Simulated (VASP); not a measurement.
**Au: single point with r2SCAN**

Au:

```xyz
1
Lattice="-1.7012 1.7012 1.7012 1.7012 -1.7012 1.7012 1.7012 1.7012 -1.7012" Properties=species:S:1:pos:R:3 pbc="T T T"
Au    0.0000    0.0000    0.0000
```

This cell differs from its parent crystal: volume scaled by 1.12.

```
Program             : VASP 6.6.1
Task                : single point
Functional          : r2SCAN
Potentials or basis : VASP PAW PBE potentials, release 64 (Au)
Cutoff              : 550 eV
k mesh              : 15 × 15 × 15
Occupations         : fermi-dirac, width 0.1 eV
Spin                : no spin polarisation
```

```
Pressure : -11.9 GPa
```

Levels at points of the mesh, in eV from the Fermi level:
```
           k point  band 1  band 2  band 3  band 4  band 5  band 6  band 7  band 8  band 9  band 10
(0.00, 0.00, 0.00)   -8.53   -4.33   -4.33   -4.33   -2.77   -2.77   17.34   17.34   17.34    22.66
```

Run time: 59 s on 1 thread of Intel(R) Xeon(R) Platinum 8488C (Sapphire Rapids), on a shared host, peak memory 0.16 GiB.

Caveat: the PAW data sets were made with another functional, which shifts forces and pressure a little; spin-orbit coupling is left out, which moves the levels of the heavy elements.
